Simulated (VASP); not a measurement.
The system is Al2O3.

```
Al O
1.0
     2.38025    1.37424    4.33187
    -2.38025    1.37424    4.33187
     0.00000   -2.74848    4.33187
Al O
4 6
Direct
  0.35216 0.35216 0.35216
  0.14784 0.14784 0.14784
  0.64784 0.64784 0.64784
  0.85216 0.85216 0.85216
  0.55668 0.94332 0.25000
  0.25000 0.55668 0.94332
  0.94332 0.25000 0.55668
  0.44332 0.05668 0.75000
  0.75000 0.44332 0.05668
  0.05668 0.75000 0.44332
```

```yaml
Program: VASP 6.6.1
Task: relaxation of cell and atoms
Functional: PBE
Potentials_or_basis: VASP PAW PBE potentials, release 64 (Al, O)
Cutoff: 600 eV
k_mesh: 5 × 5 × 5
Occupations: gaussian, width 0.01 eV
Spin: no spin polarisation
```

At the start: pressure 6.9 GPa; volume 8.50 Å³/atom.

Q: How do energy, volume and symmetry change on relaxing?

A: Over 8 steps the energy falls by 5.1 meV/atom and the volume is 8.74 Å³/atom (+2.9 %); space group R-3c (No. 167, to 0.05 Å).

The path:
```tsv
step	energy change (eV)	largest force (eV/Å)	pressure (GPa)	volume (Å³)
1	0.0000	0.0276	6.85	85.02
2	-0.0141	0.0476	-5.32	89.57
3	-0.0505	0.0372	-0.02	87.44
4	-0.0505	0.0370	0.11	87.39
5	-0.0507	0.0032	0.11	87.40
6	-0.0507	0.0030	0.11	87.40
7	-0.0507	0.0025	-0.07	87.47
8	-0.0507	0.0027	-0.01	87.44
```

Final structure:
```
Al O
1.0
     2.40295    1.38734    4.37173
    -2.40295    1.38734    4.37173
     0.00000   -2.77468    4.37173
Al O
4 6
Direct
  0.35215 0.35215 0.35215
  0.14785 0.14785 0.14785
  0.64785 0.64785 0.64785
  0.85215 0.85215 0.85215
  0.55618 0.94382 0.25000
  0.25000 0.55618 0.94382
  0.94382 0.25000 0.55618
  0.44382 0.05618 0.75000
  0.75000 0.44382 0.05618
  0.05618 0.75000 0.44382
```
